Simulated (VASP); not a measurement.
Runs of VASP 6.6.1 on NaI. The typed cell holds 4 atoms: a = 5.416 Å, b = 5.416 Å, c = 6.459 Å, α = 90.00°, β = 90.00°, γ = 120.00°. 

```tsv
level	potentials or basis	k mesh	gap on the mesh (eV)	pressure (GPa)
LDA	VASP PAW LDA potentials, release 64 (Na_pv, I)	6 × 6 × 4	(c)	-1.1
r2SCAN	VASP PAW PBE potentials, release 64 (Na_pv, I)	6 × 6 × 4	4.19	-0.1
PBE	VASP PAW PBE potentials, release 64 (Na_pv, I)	6 × 6 × 4	(a)	0.4
PBEsol	VASP PAW PBE potentials, release 64 (Na_pv, I)	6 × 6 × 2	3.47	(b)
```

Alike in all rows: task single point; no spin polarisation; cell as given; cutoff (eV) 520; smearing gaussian 0.01 eV.

Q: Fill in the values left out.

A: (a) 3.56; (b) -0.2; (c) 3.25.

Caveats: some runs use coarse meshes; spin-orbit coupling is left out, which moves the levels of the heavy elements; the PAW data sets were made with another functional, which shifts forces and pressure a little (at least some runs).

A k mesh can miss the band edges, and the runs leave out spin-orbit coupling on I.
